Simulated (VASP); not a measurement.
# Ir (P-1) in VASP: notebook

Runs on Ir. Level: PBE. Tasks: single point, relaxation of cell and atoms.

Program: VASP 6.6.1. These are calculated values, not measurements. Logs are shortened: lines on timing, memory, paths and dates and some standing lists are left out, and cuts for length are marked.

## 1. The cell of the first run

The typed cell holds 1 atom: a = 2.727 Å, b = 2.989 Å, c = 2.250 Å, α = 60.06°, β = 65.14°, γ = 66.58°.

## 2. Single point, PBE

Contents of INCAR:

```
SYSTEM = Ir
PREC = Accurate ; ENCUT = 520
EDIFF = 1E-6 ; ISMEAR = 0
SIGMA = 0.15 ; LREAL = .FALSE.
LASPH = .TRUE. ; NELM = 100
ALGO = Fast ; ISIF = 2
LWAVE = .FALSE. ; LCHARG = .TRUE.
GGA = PE ; LELF = .TRUE.
LVHAR = .TRUE. ; NBANDS = 10
```

Contents of KPOINTS:

```
Automatic mesh
0
G
  16 16 16
  0 0 0
```

Contents of POSCAR:

```
Ir
1.0
   -0.2168305736      1.8211394617      2.0186075966
    2.1046381824     -0.2988963888      2.1006734118
    1.6861200138      1.4846871083      0.1196217798
Ir
1
Direct
    0.0000000000      0.0000000000      0.0000000000
```

Potentials or basis: VASP PAW PBE potentials, release 64 (Ir).

Run with:

```sh
$ cat potpaw_PBE.64/Ir/POTCAR > POTCAR
$ mpirun -np 1 vasp_std > vasp.out
```

OUTCAR:

```text
SYSTEM = Ir
   PREC = Accurate
   ENCUT = 520
   EDIFF = 1E-6
   ISMEAR = 0
   LREAL = .FALSE.
   LASPH = .TRUE.
   NELM = 100
   ISIF = 2
   GGA = PE

 ion  position               nearest neighbor table
   1  0.000  0.000  0.000-

  LATTYP: Found a triclinic cell.
 ALAT       =     2.2498012980
 B/A-ratio  =     1.3283794987
 C/A-ratio  =     1.2042611545
 COS(alpha) =     0.0143801358
 COS(beta)  =     0.4071722472
 COS(gamma) =     0.4991559001

  Lattice vectors:

 A1 = (   1.6861200138,   1.4846871083,   0.1196217798)
 A2 = (   2.1046381824,  -0.2988963888,   2.1006734118)
 A3 = (   1.9029505874,  -0.3364523534,  -1.8989858168)

Analysis of symmetry for initial positions (statically):
=====================================================================
 Subroutine PRICEL returns:
 Original cell was already a primitive cell.

 Routine SETGRP: Setting up the symmetry group for a
 triclinic supercell.

 Subroutine GETGRP returns: Found  2 space group operations
 (whereof  2 operations were pure point group operations)
 out of a pool of  2 trial point group operations.

The static configuration has the point symmetry S_2 .

Analysis of symmetry for dynamics (positions and initial velocities):
=====================================================================
 Subroutine PRICEL returns:
 Original cell was already a primitive cell.

 Routine SETGRP: Setting up the symmetry group for a
 triclinic supercell.

 Subroutine GETGRP returns: Found  2 space group operations
 (whereof  2 operations were pure point group operations)
 out of a pool of  2 trial point group operations.

The dynamic configuration has the point symmetry S_2 .

 Subroutine INISYM returns: Found  2 space group operations
 (whereof  2 operations are pure point group operations),
 and found     1 'primitive' translations

----------------------------------------------------------------------------------------

                                     Primitive cell

  volume of cell :      14.0009

  direct lattice vectors                    reciprocal lattice vectors
    -0.216830574  1.821139462  2.018607597    -0.225313804  0.235001011  0.259176407
     2.104638182 -0.298896389  2.100673412     0.198498072 -0.244952182  0.242311847
     1.686120014  1.484687108  0.119621780     0.316334811  0.335973190 -0.269127579

  length of vectors
     2.727332225  2.988589921  2.249801298     0.416130022  0.397640651  0.534205345

  position of ions in fractional coordinates (direct lattice)
     0.000000000  0.000000000  0.000000000

  ion indices of the primitive-cell ions
   primitive index   ion index
                 1           1

----------------------------------------------------------------------------------------

 KPOINTS: Automatic mesh

Automatic generation of k-mesh.
 Grid dimensions read from file:
 generate k-points for:   16   16   16

 Generating k-lattice:

  Cartesian coordinates                     Fractional coordinates (reciprocal lattice)
    -0.014082113  0.014687563  0.016198525     0.062500000  0.000000000 -0.000000000
     0.012406130 -0.015309511  0.015144490     0.000000000  0.062500000  0.000000000
     0.019770926  0.020998324 -0.016820474     0.000000000  0.000000000  0.062500000

  Length of vectors
     0.026008126  0.024852541  0.033387834

  Shift w.r.t. Gamma in fractional coordinates (k-lattice)
     0.000000000  0.000000000  0.000000000

 Subroutine IBZKPT returns following result:
 ===========================================

 Found   2052 irreducible k-points:

 Following reciprocal coordinates:
            Coordinates               Weight
  0.000000  0.000000  0.000000      1.000000
  0.062500  0.000000 -0.000000      2.000000
  0.125000  0.000000 -0.000000      2.000000
  0.187500 -0.000000 -0.000000      2.000000
  0.250000  0.000000 -0.000000      2.000000
  0.312500 -0.000000 -0.000000      2.000000
[... 16 lines left out ...]
 -0.187500  0.062500  0.000000      2.000000
 -0.125000  0.062500 -0.000000      2.000000
 [... further k-points ...]
   k-points           NKPTS =   2052   k-points in BZ     NKDIM =   2052   number of bands    NBANDS=     10
   number of dos      NEDOS =    301   number of ions     NIONS =      1
   total plane-waves  NPLWV =   8640
   dimension x,y,z NGX =    20 NGY =   24 NGZ =   18
   dimension x,y,z NGXF=    40 NGYF=   48 NGZF=   36
   ions per type =               1
   NGX,Y,Z   is equivalent  to a cutoff of  12.19, 13.35, 13.30 a.u.
   NGXF,Y,Z  is equivalent  to a cutoff of  24.38, 26.70, 26.60 a.u.
 SYSTEM =  Ir
   PREC   = accura    normal or accurate (medium, high low for compatibility)
   ISTART =      0    job   : 0-new  1-cont  2-samecut
   ICHARG =      2    charge: 1-file 2-atom 10-const
   ISPIN  =      1    spin polarized calculation?
   LNONCOLLINEAR =      F non collinear calculations
   LSORBIT =      F    spin-orbit coupling
   LASPH  =      T    aspherical Exc in radial PAW
   ENCUT  =  520.0 eV  38.22 Ry    6.18 a.u.   5.07  5.56  4.18*2*pi/ulx,y,z
   NELM   =    100;   NELMIN=  2; NELMDL= -5     # of ELM steps
   EDIFF  = 0.1E-05   stopping-criterion for ELM
   LREAL  =      F    real-space projection
   EDIFFG = 0.1E-04   stopping-criterion for IOM
   NSW    =      0    number of steps for IOM
   IBRION =     -1    ionic relax: 0-MD 1-quasi-New 2-CG
   NFREE  =      0    steps in history (QN), initial steepest desc. (CG)
   ISIF   =      2    stress and relaxation
   ISYM   =      2    0-nonsym 1-usesym 2-fastsym
   POTIM  = 0.5000    time-step for ionic-motion
   TEBEG  =    0.0;   TEEND  =   0.0 temperature during run
   PSTRESS=    0.0 pullay stress
   NELECT =       9.0000    total number of electrons
   NUPDOWN=      -1.0000    fix difference up-down
   EMIN   =  10.00;   EMAX   =-10.00  energy-range for DOS
   EFERMI =   0.00;   METHOD = LEGACY
   ISMEAR =     0;   SIGMA  =   0.15  broadening in eV -4-tet -1-fermi 0-gaus
   EFERMI_NEDOS =   21; number of points for ismear=-14 and -15
   IALGO  =     68    algorithm
   IMIX   =      4    mixing-type and parameters
     AMIX     =   0.40;   BMIX     =  1.00
     AMIX_MAG =   1.60;   BMIX_MAG =  1.00
  volume/ion in A,a.u.               =      14.00        94.48
  Fermi-wavevector in a.u.,A,eV,Ry     =   1.412875  2.669946 27.160150  1.996215
  Thomas-Fermi vector in A             =   2.534578
   LORBIT       =      0    0 simple, 1 ext, 2 COOP (PROOUT), +10 PAW based schemes
   GGA     = PE    functional components
   LHFCALC =     F    Hartree Fock is set to
   AEXX    =    0.0000 exact exchange contribution
   IVDW    =     0    specifies the selected vdW correction
   LEPSILON=     F    determine dielectric tensor
   LRPA    =     F    only Hartree local field effects (RPA)
 non-spin polarized calculation
 RMM-DIIS sequential band-by-band and
 Gauss-broadening in eV      SIGMA  =   0.15
  energy-cutoff  :      520.00
  volume of cell :       14.00
 maximum number of plane-waves:       392
   NGX = 11   NGY = 11   NGZ =  9

 number of electron       9.0000001 magnetization

 Free energy of the ion-electron system (eV)
  ---------------------------------------------------
  ext. energy  EPLUGINS =         0.00000000
  ---------------------------------------------------
  free energy    TOTEN  =        -7.25892678 eV

  energy without entropy =       -7.24487157  energy(sigma->0) =       -7.25189918

 E-fermi :  10.3918     XC(G=0): -13.9327

 val. band max:       10.3916854401   @ k =   0.5000   0.0625   0.4375
 cond. band min:      10.3919484372   @ k =   0.3750   0.3750   0.1875
 fundamental gap:      0.0002629971
 Fermi energy:        10.3918218808

 k-point     1 :       0.0000    0.0000    0.0000
  band No.  band energies     occupation
      1      -0.5922      2.00000
      2       3.4269      2.00000
      3       4.7040      2.00000
      4       9.8344      2.00000
      5      10.1708      1.96282
      6      11.4268      0.00000
      7      23.7163      0.00000
      8      26.5880      0.00000
      9      31.2944      0.00000
     10      35.4831      0.00000

 k-point     2 :       0.0625    0.0000   -0.0000
  band No.  band energies     occupation
      1      -0.4555      2.00000
      2       3.4181      2.00000
      3       4.7506      2.00000
      4       9.7517      2.00000
      5      10.2491      1.82147
      6      11.4016      0.00000
      7      23.9663      0.00000
      8      26.3364      0.00000
      9      31.0622      0.00000
     10      35.8176      0.00000

 k-point     3 :       0.1250    0.0000   -0.0000
  band No.  band energies     occupation
      1      -0.0739      2.00000
      2       3.4019      2.00000
      3       4.8951      2.00000
      4       9.5410      2.00000
      5      10.4804      0.40368
      6      11.3383      0.00000
      7      24.5268      0.00000
      8      25.5796      0.00000
      9      30.9641      0.00000
     10      35.8108      0.00000

 k-point     4 :       0.1875   -0.0000   -0.0000
  band No.  band energies     occupation
      1       0.4569      2.00000
      2       3.4191      2.00000
      3       5.1508      2.00000
      4       9.3097      2.00000
      5      10.8145      0.00007
      6      11.2841      0.00000
      7      23.7216      0.00000
      8      25.8180      0.00000
      9      31.3374      0.00000
     10      34.9658      0.00000
[... 222 lines left out ...]
 k-point    22 :      -0.2500    0.0625   -0.0000
  band No.  band energies     occupation
      1       1.1373      2.00000
      2       3.6276      2.00000
      3       5.5122      2.00000
      4       9.6056      2.00000
      5      11.0097      0.00000
      6      11.4299      0.00000
      7      21.3290      0.00000
      8      25.6557      0.00000
      9      32.5401      0.00000
     10      32.9043      0.00000

 k-point    23 :      -0.1875    0.0625    0.0000
  band No.  band energies     occupation
      1       0.6710      2.00000
      2       3.5012      2.00000
      3       5.0400      2.00000
      4       9.7278      2.00000
      5      10.8270      0.00004
      6      11.2416      0.00000
      7      23.0771      0.00000
      8      25.1665      0.00000
      9      32.0264      0.00000
     10      33.6637      0.00000

 k-point    24 :      -0.1250    0.0625   -0.0000
  band No.  band energies     occupation
      1       0.1303      2.00000
      2       3.4598      2.00000
      3       4.8083      2.00000
      4       9.8530      2.00000
      5      10.4803      0.40405
      6      11.3152      0.00000
      7      24.4274      0.00000
      8      24.6481      0.00000
      9      31.4816      0.00000
     10      34.6379      0.00000

 [... further k-points ...]

------------------------ aborting loop because EDIFF is reached ----------------------------------------

  FORCE on cell =-STRESS in cart. coord.  units (eV):
  Direction    XX          YY          ZZ          XY          YZ          ZX
  --------------------------------------------------------------------------------------
  -------------------------------------------------------------------------------------
  Total        8.5897647      7.2838019      1.6671628      6.8128287      0.3185686      0.3152762
  in kB      982.9597368    833.5133974    190.7798325    779.6181328     36.4550312     36.0782643
  external PRESSURE =     669.0843222 kB  Pullay stress =       0.0000000 kB

 VOLUME and BASIS-vectors are now :
 -----------------------------------------------------------------------------
  energy-cutoff  :      520.00
  volume of cell :       14.00
      direct lattice vectors                 reciprocal lattice vectors
    -0.216830574  1.821139462  2.018607597    -0.225313804  0.235001011  0.259176407
     2.104638182 -0.298896389  2.100673412     0.198498072 -0.244952182  0.242311847
     1.686120014  1.484687108  0.119621780     0.316334811  0.335973190 -0.269127579

 POSITION                                       TOTAL-FORCE (eV/Angst)
 -----------------------------------------------------------------------------------
      0.00000      0.00000      0.00000         0.000000     -0.000000     -0.000000
 -----------------------------------------------------------------------------------
    total drift:                               -0.000000      0.000000      0.000000

  FREE ENERGIE OF THE ION-ELECTRON SYSTEM (eV)
  ---------------------------------------------------
  free  energy   TOTEN  =        -7.2589267834 eV

  energy  without entropy=       -7.2448715747  energy(sigma->0) =       -7.25189918
```

Run time: 2.8 min. Hardware: 1 thread of Intel Xeon 6975P-C, shared host; peak memory 0.41 GiB.

What came out:

```yaml
Free_energy: -7.2589 eV
Pressure: 66.9 GPa
```

Levels at points of the mesh, in eV from the Fermi level:
| k point | band 3 | band 4 | band 5 | band 6 | band 7 | band 8 |
| --- | --- | --- | --- | --- | --- | --- |
| (0.00, 0.00, 0.00) | -5.69 | -0.56 | -0.22 | 1.03 | 13.32 | 16.20 |
| (0.50, 0.00, 0.00) | -1.57 | -1.13 | 0.42 | 2.45 | 6.11 | 14.35 |
| (0.00, 0.50, 0.00) | -2.08 | -0.69 | -0.30 | 1.72 | 5.03 | 15.18 |
| (0.50, 0.50, 0.00) | 1.20 | 1.21 | 2.04 | 2.48 | 7.12 | 9.57 |
| (0.00, 0.00, 0.50) | -2.70 | 0.81 | 2.70 | 2.82 | 12.05 | 13.11 |
| (0.50, 0.00, 0.50) | -0.52 | 1.08 | 3.31 | 4.53 | 9.55 | 13.47 |
| (0.00, 0.50, 0.50) | -0.64 | 0.53 | 2.12 | 2.19 | 12.10 | 12.83 |
| (0.50, 0.50, 0.50) | -1.50 | -1.40 | 1.07 | 1.46 | 11.95 | 14.05 |

Caveat: spin-orbit coupling is left out, which moves the levels of the heavy elements.

## 3. Relaxation of cell and atoms, PBE (cell sheared at random, sigma 0.06, atoms nudged by 0.01 Å)

Contents of INCAR:

```
PREC = Accurate
ENCUT = 600
EDIFF = 1E-7
ISMEAR = 0
SIGMA = 0.15
LREAL = F
LASPH = T
NELM = 80
ALGO = Fast
ISIF = 3
LWAVE = F
LCHARG = F
GGA = PE
IBRION = 2
NSW = 100
EDIFFG = -0.01
```

Contents of KPOINTS:

```
regular mesh
0
Gamma
  16 16 16
```

POSCAR is that of step 2.

Potentials or basis: VASP PAW PBE potentials, release 64 (Ir).

Run with:

```sh
$ cat potpaw_PBE.64/Ir/POTCAR > POTCAR
$ mpirun -np 1 vasp_std > vasp.out
```

OUTCAR:

```text
PREC = Accurate
   ENCUT = 600
   EDIFF = 1E-7
   ISMEAR = 0
   LREAL = F
   LASPH = T
   NELM = 80
   ISIF = 3
   GGA = PE
   IBRION = 2
   NSW = 100
   EDIFFG = -0.01

 ion  position               nearest neighbor table
   1  0.000  0.000  0.000-

  LATTYP: Found a triclinic cell.
 ALAT       =     2.2498012980
 B/A-ratio  =     1.3283794987
 C/A-ratio  =     1.2042611545
 COS(alpha) =     0.0143801358
 COS(beta)  =     0.4071722472
 COS(gamma) =     0.4991559001

  Lattice vectors:

 A1 = (   1.6861200138,   1.4846871083,   0.1196217798)
 A2 = (   2.1046381824,  -0.2988963888,   2.1006734118)
 A3 = (   1.9029505874,  -0.3364523534,  -1.8989858168)

Analysis of symmetry for initial positions (statically):
[... 810 lines left out ...]
 k-point    24 :      -0.1250    0.0625   -0.0000
  band No.  band energies     occupation
      1       0.2742      2.00000
      2       5.8674      2.00000
      3       6.7187      2.00000
      4       7.0722      2.00000
      5       8.8246      2.00000
      6       9.2719      2.00000
      7      26.2301      0.00000
      8      26.8550      0.00000

 [... further k-points ...]

[... ionic steps 4 to 18 ...]

--------------------------------------- Ionic step       19  -------------------------------------------

 number of electron       9.0000000 magnetization

------------------------ aborting loop because EDIFF is reached ----------------------------------------
[... 65 lines left out ...]
--------------------------------------- Ionic step       21  -------------------------------------------

 number of electron       9.0000000 magnetization

 Free energy of the ion-electron system (eV)
  ---------------------------------------------------
  ext. energy  EPLUGINS =         0.00000000
  ---------------------------------------------------
  free energy    TOTEN  =        -8.84772409 eV

  energy without entropy =       -8.83323910  energy(sigma->0) =       -8.84048160

 E-fermi :   9.9411     XC(G=0): -13.8270

 val. band max:        9.9285998920   @ k =  -0.2500  -0.1875   0.0625
 cond. band min:       9.9414363734   @ k =  -0.3750  -0.3750   0.4375
 fundamental gap:      0.0128364815
 Fermi energy:         9.9411356917
[... 292 lines left out ...]
  FREE ENERGIE OF THE ION-ELECTRON SYSTEM (eV)
  ---------------------------------------------------
  free  energy   TOTEN  =        -8.8477240911 eV

  energy  without entropy=       -8.8332391022  energy(sigma->0) =       -8.84048160

 reached required accuracy - stopping structural energy minimisation
```

OSZICAR:

```text
N       E                     dE             d eps       ncg     rms          rms(c)
DAV:   1     0.497436608607E+02    0.49744E+02   -0.49535E+03 32952   0.116E+03
DAV:   2    -0.696422924089E+01   -0.56708E+02   -0.55422E+02 33136   0.219E+02
[... 225 lines left out ...]
  20 F= -.88477196E+01 E0= -.88404755E+01  d E =-.168359E-04
       N       E                     dE             d eps       ncg     rms          rms(c)
DAV:   1    -0.884773255339E+01   -0.12934E-04   -0.75157E-04 38632   0.296E-01    0.188E-02
RMM:   2    -0.884772562501E+01    0.69284E-05   -0.53650E-06 32832   0.338E-02    0.785E-03
RMM:   3    -0.884772406580E+01    0.15592E-05   -0.28591E-06 32832   0.165E-02    0.214E-03
RMM:   4    -0.884772409112E+01   -0.25325E-07   -0.24778E-07 24634   0.827E-03
  21 F= -.88477241E+01 E0= -.88404816E+01  d E =-.453595E-05
```

Wall time 29 min (1 thread of Intel Xeon 6975P-C, shared host); peak memory 0.62 GiB.

What came out:

* Free energy: -8.8477 eV
* Relaxed volume: 14.53 Å³/atom
* Relaxed cell: a = 2.739 Å, b = 2.739 Å, c = 2.739 Å, α = 60.00°, β = 60.00°, γ = 60.00°
* Space group after relaxing (to 0.05 Å): Fm-3m (No. 225)
* Energy gained by relaxing: 1588.7 meV/atom
* Ionic steps: 21
* Pressure after relaxing: 0.0 GPa

The path:
```
step  energy change (eV)  largest force (eV/Å)  pressure (GPa)  volume (Å³)
   1              0.0000                0.0000           66.96        14.00
   2              1.5721                0.0000          -36.93        27.29
   3              0.4480                0.0000          -43.66        22.75
   4             -0.4202                0.0000          -42.91        19.68
   5             -0.9407                0.0000          -21.26        16.77
   6             -0.9431                0.0000          -18.06        16.57
   7             -1.3435                0.0000           26.14        13.79
   8             -1.4222                0.0000            6.47        14.46
   9             -1.3729                0.0000           16.43        14.17
  10             -1.5330                0.0000            5.61        14.37
  11             -1.5630                0.0000          -11.98        15.10
  12             -1.5780                0.0000           -6.51        14.83
  13             -1.5709                0.0000            8.76        14.20
  14             -1.5880                0.0000           -0.42        14.55
  15             -1.5880                0.0000           -0.26        14.55
  16             -1.5886                0.0000            0.41        14.52
  17             -1.5886                0.0000            0.28        14.52
  18             -1.5886                0.0000           -0.40        14.55
  19             -1.5887                0.0000           -0.04        14.54
  20             -1.5887                0.0000           -0.07        14.54
  21             -1.5887                0.0000           -0.01        14.53
```

Final structure:
```
Ir
1.0
    -0.00870    1.94635    1.92756
     1.94593    0.02710    1.92778
     1.91895    1.95425   -0.01863
Ir
1
Direct
  0.00000 0.00000 0.00000
```

Caveat: the cell differs from its parent crystal (cell sheared at random, sigma 0.06, atoms nudged by 0.01 Å); spin-orbit coupling is left out, which moves the levels of the heavy elements. Zero-point motion and thermal expansion aren't in these numbers.
